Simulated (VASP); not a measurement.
Write the native input for VASP 6.6.1 that does the following.

- Task: single point
- Functional: r2SCAN
- Potentials or basis: VASP PAW PBE potentials, release 64 (Li_sv, F)
- Cutoff: 520 eV
- k mesh: 10 × 10 × 10
- Occupations: gaussian, width 0.01 eV
- Spin: no spin polarisation
- Dipole correction: no
- Further INCAR settings: ALGO = Normal; EDIFF = 1e-06; NBANDS = 12

LiF:

```
Li F
1.0
     0.00000    2.01786    2.01786
     2.01786    0.00000    2.01786
     2.01786    2.01786    0.00000
Li F
1 1
Cartesian
  0.0000 0.0000 0.0000
  1.0089 1.0089 1.0089
```

This cell differs from its parent crystal: strain -5.9%.

These files were run (other wordings do the same):

POSCAR

```
LiF
1.0
    0.0000000000      2.0178640646      2.0178640646
    2.0178640646      0.0000000000      2.0178640646
    2.0178640646      2.0178640646      0.0000000000
Li F
1 1
Direct
    0.0000000000      0.0000000000      0.0000000000
    0.2500000000      0.2500000000      0.2500000000
```

INCAR.step1

```
  PREC = Accurate
  ENCUT = 520
  ISMEAR = 0
  SIGMA = 0.01
  LREAL = False
  LASPH = True
  NELM = 80
  NBANDS = 12
  GGA = PE
  ALGO = Normal
  EDIFF = 1E-4
  LWAVE = True
  LCHARG = False
```

INCAR.step2

```
  PREC = Accurate
  ENCUT = 520
  EDIFF = 1E-6
  ISMEAR = 0
  SIGMA = 0.01
  LREAL = False
  LASPH = True
  NELM = 80
  ALGO = Normal
  ISIF = 2
  LWAVE = False
  LCHARG = False
  METAGGA = R2SCAN
  LMIXTAU = True
  NBANDS = 12
  ISTART = 1
```

KPOINTS

```
regular mesh
0
Gamma
  10 10 10
```

Potentials or basis: VASP PAW PBE potentials, release 64 (Li_sv, F).

Command:

```console
$ cat potpaw_PBE.64/Li_sv/POTCAR potpaw_PBE.64/F/POTCAR > POTCAR
$ cp INCAR.step1 INCAR
$ mpirun -np 1 vasp_std > vasp.out
$ cp INCAR.step2 INCAR
$ mpirun -np 1 vasp_std > vasp.out
```

Results of the run:

```
Band gap on the k mesh : 9.93 eV, direct
```

Caveat: the cell differs from its parent crystal (strain -5.9%).

It took 14 s on 1 thread of Intel(R) Xeon(R) 6975P-C (Granite Rapids), on a shared host, peak memory 0.13 GiB.
